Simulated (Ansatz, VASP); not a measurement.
# One calculation of MoS2, two programs

```
Mo S
1.0
     1.60231    0.92510    6.20391
    -1.60231    0.92510    6.20391
     0.00000   -1.85019    6.20391
Mo S
1 2
Direct
  0.00000 0.00000 0.00000
  0.74840 0.74840 0.74840
  0.58490 0.58490 0.58490
```

Change from the starting cell: volume scaled by 1.04, PAW files.

Alike in both runs: task electric field gradients; functional LDA; k mesh 15 × 15 × 15; occupations fermi-dirac, width 0.05 eV; no spin polarisation.

```csv
,VASP,Ansatz
version,VASP 6.6.1,Ansatz 0.2.0
potentials or method,"VASP PAW LDA potentials, release 64 (Mo_sv, S)","PAW with Ansatz's default frozen-core files, scalar-relativistic"
plane-wave cutoff (eV),520,420
valence electrons in the cell,26,26
```

VASP gave:

| Quantity | Value |
| --- | --- |
| pressure (GPa) | -4.4 |
| traceless stress, the component that is largest in VASP (GPa) | 4.22 |
| rms of the force components (eV/Å) | 0.071 |
| size of Vzz on the site where it differs most (V/Å²) | 91.8 |

Q: Estimate Ansatz's values.

A: Pressure (GPa): -4.5; traceless stress, the component that is largest in VASP (GPa): 4.25; rms of the force components (eV/Å): 0.063; size of Vzz on the site where it differs most (V/Å²): 88.0.

LDA's correlation is that of Perdew and Zunger in VASP and of Perdew and Wang (1992) in Ansatz. Atom by atom the forces differ by 0.007 eV/Å (rms over components).
